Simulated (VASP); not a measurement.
# BaTe (Fm-3m) in VASP: a series of runs

BaTe is run at these levels: PBE+D3(BJ); tasks: single point.

All numbers are computed with VASP 6.6.1; they aren't measurements. Logs are shortened: lines on timing, memory, paths and dates and some standing lists are left out, and cuts for length are marked.

## (1) The cell of the first run

The structure is cubic, space group Fm-3m (No. 225). Conventional cell: a = 7.016 Å, b = 7.016 Å, c = 7.016 Å, α = 90.00°, β = 90.00°, γ = 90.00°. Ba (site symmetry m-3m) has 6 Te at 3.51 Å within 4.6 Å. Within 4.6 Å of Te (site symmetry m-3m) lie 6 Ba at 3.51 Å.

## (2) Single point, PBE+D3(BJ) (volume scaled by 1.02)

Contents of INCAR:

```
SYSTEM = BaTe
ALGO = Normal ; EDIFF = 1E-6
ENCUT = 520 ; GGA = PE
ISIF = 2 ; ISMEAR = 0
IVDW = 12 ; LASPH = .True.
LCHARG = .True. ; LELF = .True.
LREAL = .False. ; LVHAR = .True.
LWAVE = .False. ; NBANDS = 15
NELM = 100 ; PREC = Accurate
SIGMA = 0.05
```

Contents of KPOINTS:

```
k-points
0
Gamma
  6 6 6
  0 0 0
```

Contents of POSCAR:

```
BaTe
1.0
    0.0000000000      3.5079635690      3.5079635690
    3.5079635690      0.0000000000      3.5079635690
    3.5079635690      3.5079635690      0.0000000000
Ba Te
1 1
Direct
    0.5000000000      0.5000000000      0.5000000000
    0.0000000000      0.0000000000      0.0000000000
```

Potentials or basis: VASP PAW PBE potentials, release 64 (Ba_sv, Te).

Started as:

```console
$ cat potpaw_PBE.64/Ba_sv/POTCAR potpaw_PBE.64/Te/POTCAR > POTCAR
$ mpirun -np 1 vasp_std > vasp.out
```

OUTCAR:

```text
SYSTEM = BaTe
   EDIFF = 1E-6
   ENCUT = 520
   GGA = PE
   ISIF = 2
   ISMEAR = 0
   IVDW = 12
   LASPH = .True.
   LREAL = .False.
   NELM = 100
   PREC = Accurate
 IVDW          = 12

 ion  position               nearest neighbor table
   1  0.500  0.500  0.500-   2 3.51   2 3.51   2 3.51   2 3.51   2 3.51   2 3.51
   2  0.000  0.000  0.000-   1 3.51   1 3.51   1 3.51   1 3.51   1 3.51   1 3.51

  LATTYP: Found a face centered cubic cell.
 ALAT       =     7.0159271380

  Lattice vectors:

 A1 = (   0.0000000000,   3.5079635690,   3.5079635690)
 A2 = (   3.5079635690,   0.0000000000,   3.5079635690)
 A3 = (   3.5079635690,   3.5079635690,   0.0000000000)

Analysis of symmetry for initial positions (statically):
=====================================================================
 Subroutine PRICEL returns:
 Original cell was already a primitive cell.

 Routine SETGRP: Setting up the symmetry group for a
 face centered cubic supercell.

 Subroutine GETGRP returns: Found 48 space group operations
 (whereof 48 operations were pure point group operations)
 out of a pool of 48 trial point group operations.

The static configuration has the point symmetry O_h .

Analysis of symmetry for dynamics (positions and initial velocities):
=====================================================================
 Subroutine PRICEL returns:
 Original cell was already a primitive cell.

 Routine SETGRP: Setting up the symmetry group for a
 face centered cubic supercell.

 Subroutine GETGRP returns: Found 48 space group operations
 (whereof 48 operations were pure point group operations)
 out of a pool of 48 trial point group operations.

The dynamic configuration has the point symmetry O_h .

 Subroutine INISYM returns: Found 48 space group operations
 (whereof 48 operations are pure point group operations),
 and found     1 'primitive' translations

----------------------------------------------------------------------------------------

                                     Primitive cell

  volume of cell :      86.3367

  direct lattice vectors                    reciprocal lattice vectors
     0.000000000  3.507963569  3.507963569    -0.142532837  0.142532837  0.142532837
     3.507963569  0.000000000  3.507963569     0.142532837 -0.142532837  0.142532837
     3.507963569  3.507963569  0.000000000     0.142532837  0.142532837 -0.142532837

  length of vectors
     4.961009656  4.961009656  4.961009656     0.246874116  0.246874116  0.246874116

  position of ions in fractional coordinates (direct lattice)
     0.500000000  0.500000000  0.500000000
     0.000000000  0.000000000  0.000000000

  ion indices of the primitive-cell ions
   primitive index   ion index
                 1           1
                 2           2

----------------------------------------------------------------------------------------

 KPOINTS: k-points

Automatic generation of k-mesh.
 Grid dimensions read from file:
 generate k-points for:    6    6    6

 Generating k-lattice:

  Cartesian coordinates                     Fractional coordinates (reciprocal lattice)
    -0.023755473  0.023755473  0.023755473     0.166666667  0.000000000  0.000000000
     0.023755473 -0.023755473  0.023755473     0.000000000  0.166666667  0.000000000
     0.023755473  0.023755473 -0.023755473     0.000000000  0.000000000  0.166666667

  Length of vectors
     0.041145686  0.041145686  0.041145686

  Shift w.r.t. Gamma in fractional coordinates (k-lattice)
     0.000000000  0.000000000  0.000000000

 Subroutine IBZKPT returns following result:
 ===========================================

 Found     16 irreducible k-points:

 Following reciprocal coordinates:
            Coordinates               Weight
  0.000000  0.000000  0.000000      1.000000
  0.166667  0.000000  0.000000      8.000000
  0.333333  0.000000  0.000000      8.000000
  0.500000  0.000000  0.000000      4.000000
  0.166667  0.166667  0.000000      6.000000
  0.333333  0.166667  0.000000     24.000000
[... 8 lines left out ...]
 -0.333333  0.333333  0.166667     24.000000
 -0.333333  0.500000  0.166667     12.000000
   k-points           NKPTS =     16   k-points in BZ     NKDIM =     16   number of bands    NBANDS=     15
   number of dos      NEDOS =    301   number of ions     NIONS =      2
   total plane-waves  NPLWV =  64000
   dimension x,y,z NGX =    40 NGY =   40 NGZ =   40
   dimension x,y,z NGXF=    80 NGYF=   80 NGZF=   80
   ions per type =               1   1
   NGX,Y,Z   is equivalent  to a cutoff of  13.40, 13.40, 13.40 a.u.
   NGXF,Y,Z  is equivalent  to a cutoff of  26.81, 26.81, 26.81 a.u.
 SYSTEM =  BaTe
   PREC   = accura    normal or accurate (medium, high low for compatibility)
   ISTART =      0    job   : 0-new  1-cont  2-samecut
   ICHARG =      2    charge: 1-file 2-atom 10-const
   ISPIN  =      1    spin polarized calculation?
   LNONCOLLINEAR =      F non collinear calculations
   LSORBIT =      F    spin-orbit coupling
   LASPH  =      T    aspherical Exc in radial PAW
   ENCUT  =  520.0 eV  38.22 Ry    6.18 a.u.   9.22  9.22  9.22*2*pi/ulx,y,z
   NELM   =    100;   NELMIN=  2; NELMDL= -5     # of ELM steps
   EDIFF  = 0.1E-05   stopping-criterion for ELM
   LREAL  =      F    real-space projection
   EDIFFG = 0.1E-04   stopping-criterion for IOM
   NSW    =      0    number of steps for IOM
   IBRION =     -1    ionic relax: 0-MD 1-quasi-New 2-CG
   NFREE  =      0    steps in history (QN), initial steepest desc. (CG)
   ISIF   =      2    stress and relaxation
   ISYM   =      2    0-nonsym 1-usesym 2-fastsym
   POTIM  = 0.5000    time-step for ionic-motion
   TEBEG  =    0.0;   TEEND  =   0.0 temperature during run
   PSTRESS=    0.0 pullay stress
   NELECT =      16.0000    total number of electrons
   NUPDOWN=      -1.0000    fix difference up-down
   EMIN   =  10.00;   EMAX   =-10.00  energy-range for DOS
   EFERMI =   0.00;   METHOD = LEGACY
   ISMEAR =     0;   SIGMA  =   0.05  broadening in eV -4-tet -1-fermi 0-gaus
   EFERMI_NEDOS =   21; number of points for ismear=-14 and -15
   IALGO  =     38    algorithm
   IMIX   =      4    mixing-type and parameters
     AMIX     =   0.40;   BMIX     =  1.00
     AMIX_MAG =   1.60;   BMIX_MAG =  1.00
  volume/ion in A,a.u.               =      43.17       291.31
  Fermi-wavevector in a.u.,A,eV,Ry     =   0.933361  1.763797 11.852894  0.871163
  Thomas-Fermi vector in A             =   2.060055
   LORBIT       =      0    0 simple, 1 ext, 2 COOP (PROOUT), +10 PAW based schemes
   GGA     = PE    functional components
   LHFCALC =     F    Hartree Fock is set to
   AEXX    =    0.0000 exact exchange contribution
   IVDW    =    12    specifies the selected vdW correction
   LEPSILON=     F    determine dielectric tensor
   LRPA    =     F    only Hartree local field effects (RPA)
 non-spin polarized calculation
 Gauss-broadening in eV      SIGMA  =   0.05
  energy-cutoff  :      520.00
  volume of cell :       86.34
 maximum number of plane-waves:      2357
 NGX is ok and might be reduce to    40
   NGX = 19   NGY = 19   NGZ = 19

 number of electron      15.9999999 magnetization

 Free energy of the ion-electron system (eV)
  ---------------------------------------------------
  ext. energy  EPLUGINS =         0.00000000
  ---------------------------------------------------
  free energy    TOTEN  =        -8.62117032 eV

  energy without entropy =       -8.62117032  energy(sigma->0) =       -8.62117032

 E-fermi :   2.4662     XC(G=0):  -8.2185

 val. band max:        2.2345891514   @ k =   0.0000   0.0000   0.0000
 cond. band min:       3.7682467857   @ k =   0.5000   0.5000   0.0000
 fundamental gap:      1.5336576343
 Fermi energy:         2.4662438159

 k-point     1 :       0.0000    0.0000    0.0000
  band No.  band energies     occupation
      1     -24.8033      2.00000
      2      -9.9536      2.00000
      3      -9.9536      2.00000
      4      -9.9536      2.00000
      5      -7.2916      2.00000
      6       2.2346      2.00000
      7       2.2346      2.00000
      8       2.2346      2.00000
      9       5.1184      0.00000
     10       5.1647      0.00000
     11       5.1647      0.00000
     12       5.1647      0.00000
     13       5.7742      0.00000
     14       5.7742      0.00000
     15       9.2208      0.00000

 k-point     2 :       0.1667    0.0000    0.0000
  band No.  band energies     occupation
      1     -24.8002      2.00000
      2     -10.0696      2.00000
      3      -9.9565      2.00000
      4      -9.9565      2.00000
      5      -7.1042      2.00000
      6       1.4385      2.00000
      7       1.8611      2.00000
      8       1.8611      2.00000
      9       5.2067      0.00000
     10       5.4984      0.00000
     11       5.4984      0.00000
     12       6.1987      0.00000
     13       6.5252      0.00000
     14       6.5252      0.00000
     15      10.0365      0.00000

 k-point     3 :       0.3333    0.0000    0.0000
  band No.  band energies     occupation
      1     -24.7938      2.00000
      2     -10.2699      2.00000
      3      -9.9622      2.00000
      4      -9.9622      2.00000
      5      -6.7492      2.00000
      6       0.4187      2.00000
      7       1.3289      2.00000
      8       1.3289      2.00000
      9       5.6347      0.00000
     10       6.3526      0.00000
     11       6.3526      0.00000
     12       7.5505      0.00000
     13       8.1522      0.00000
     14       8.1522      0.00000
     15      10.2824      0.00000
[... 199 lines left out ...]
 k-point    15 :      -0.3333    0.3333    0.1667
  band No.  band energies     occupation
      1     -24.7875      2.00000
      2     -10.2122      2.00000
      3     -10.0637      2.00000
      4     -10.0160      2.00000
      5      -6.8111      2.00000
      6       0.6663      2.00000
      7       1.2514      2.00000
      8       1.2878      2.00000
      9       5.8151      0.00000
     10       5.9301      0.00000
     11       7.5475      0.00000
     12       7.5631      0.00000
     13       7.7300      0.00000
     14       9.4475      0.00000
     15      10.2975      0.00000

 k-point    16 :      -0.3333    0.5000    0.1667
  band No.  band energies     occupation
      1     -24.7865      2.00000
      2     -10.1259      2.00000
      3     -10.0834      2.00000
      4     -10.0653      2.00000
      5      -6.9391      2.00000
      6       1.1579      2.00000
      7       1.1740      2.00000
      8       1.4847      2.00000
      9       4.7951      0.00000
     10       6.7658      0.00000
     11       6.9161      0.00000
     12       7.4961      0.00000
     13       7.9592      0.00000
     14       8.6939      0.00000
     15      10.2969      0.00000

------------------------ aborting loop because EDIFF is reached ----------------------------------------

 Edisp (eV)   -0.61943

 E8    (eV) :    -0.3195

  FORCE on cell =-STRESS in cart. coord.  units (eV):
  Direction    XX          YY          ZZ          XY          YZ          ZX
  --------------------------------------------------------------------------------------
  -------------------------------------------------------------------------------------
  Total      -0.15324    -0.15324    -0.15324     0.00000     0.00000     0.00000
  in kB      -2.84374    -2.84374    -2.84374     0.00000     0.00000     0.00000
  external pressure =       -2.84 kB  Pullay stress =        0.00 kB

 VOLUME and BASIS-vectors are now :
 -----------------------------------------------------------------------------
  energy-cutoff  :      520.00
  volume of cell :       86.34
      direct lattice vectors                 reciprocal lattice vectors
     0.000000000  3.507963569  3.507963569    -0.142532837  0.142532837  0.142532837
     3.507963569  0.000000000  3.507963569     0.142532837 -0.142532837  0.142532837
     3.507963569  3.507963569  0.000000000     0.142532837  0.142532837 -0.142532837

 POSITION                                       TOTAL-FORCE (eV/Angst)
 -----------------------------------------------------------------------------------
      3.50796      3.50796      3.50796        -0.000000     -0.000000     -0.000000
      0.00000      0.00000      0.00000         0.000000      0.000000      0.000000
 -----------------------------------------------------------------------------------
    total drift:                                0.000000     -0.000000      0.000000

  FREE ENERGIE OF THE ION-ELECTRON SYSTEM (eV)
  ---------------------------------------------------
  free  energy   TOTEN  =        -9.2406048994 eV

  energy  without entropy=       -9.2406048994  energy(sigma->0) =       -9.24060490
```

Run time: 30 s. Hardware: 1 thread of Intel Xeon 6975P-C, shared host; peak memory 0.24 GiB.

What came out:

* Free energy: -9.2406 eV
* Pressure: -0.3 GPa
* Band gap on the k mesh: 1.53 eV, indirect (least direct gap 1.92 eV)
* Dispersion energy per atom: -0.310 eV

Caveat: spin-orbit coupling is left out, which moves the levels of the heavy elements.

(Continued in part 2 of 2.)
